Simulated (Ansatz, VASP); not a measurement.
BAs: VASP beside Ansatz

```
CELL_PARAMETERS angstrom
0.00000 2.38051 2.38051
2.38051 0.00000 2.38051
2.38051 2.38051 0.00000
ATOMIC_POSITIONS crystal
B 0.00000 0.00000 0.00000
As 0.75000 0.75000 0.75000
```

Change from the starting cell: volume scaled by 0.99, crystal datasets.

Alike in both runs: task electric field gradients; functional LDA; k mesh 15 × 15 × 15; occupations fermi-dirac, width 0.03 eV; no spin polarisation.

```csv
,VASP,Ansatz
version,VASP 6.6.1,Ansatz 0.2.0
potentials or method,"VASP PAW LDA potentials, release 64 (B, As), cutoff 520 eV","all-electron PAW with datasets made for the crystal, scalar-relativistic"
```

|  | VASP | Ansatz | Ansatz less VASP |
| --- | --- | --- | --- |
| gap on the k mesh at the Fermi level (eV) | 1.11 | 1.12 | +0.009 |
| pressure (GPa) | -1.7 | -2.6 | -0.88 |

LDA's correlation is that of Perdew and Zunger in VASP and of Perdew and Wang (1992) in Ansatz. Ansatz ran all-electron here, and VASP with PAW potentials.
